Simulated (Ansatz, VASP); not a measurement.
# Si2W in VASP and in Ansatz

```xyz
3
Lattice="-1.4106 1.4106 3.5458 1.4106 -1.4106 3.5458 1.4106 1.4106 -3.5458" Properties=species:S:1:pos:R:3 pbc="T T T"
Si    0.0000    0.0000    2.3424
Si    0.0000    0.0000    4.7492
W     0.0000    0.0000    0.0000
```

Change from the starting cell: volume scaled by 0.7, PAW files.

Alike in both runs: task single point; functional LDA; k mesh 16 × 16 × 16; occupations fermi-dirac, width 0.05 eV; no spin polarisation.

```csv
,VASP,Ansatz
version,VASP 6.6.1,Ansatz 0.2.0
potentials or method,"VASP PAW LDA potentials, release 64 (Si, W_sv)","PAW with Ansatz's default frozen-core files, scalar-relativistic"
plane-wave cutoff (eV),520,420
valence electrons in the cell,22,22
```

|  | VASP | Ansatz | Ansatz less VASP |
| --- | --- | --- | --- |
| pressure (GPa) | 163.8 | 160.9 | -2.93 |
| traceless stress, the component that is largest in VASP (GPa) | 0.10 | 0.02 | -0.087 |
| rms of the force components (eV/Å) | 0.018 | 0.000 | -0.0178 |

LDA's correlation is that of Perdew and Zunger in VASP and of Perdew and Wang (1992) in Ansatz. Atom by atom the forces differ by 0.018 eV/Å (rms over components). Both programs put the cell under a high pressure, so it lies far from rest at this level.

Spin-orbit coupling is off throughout. Noted on VASP's run: the cell as given lies far from equilibrium.
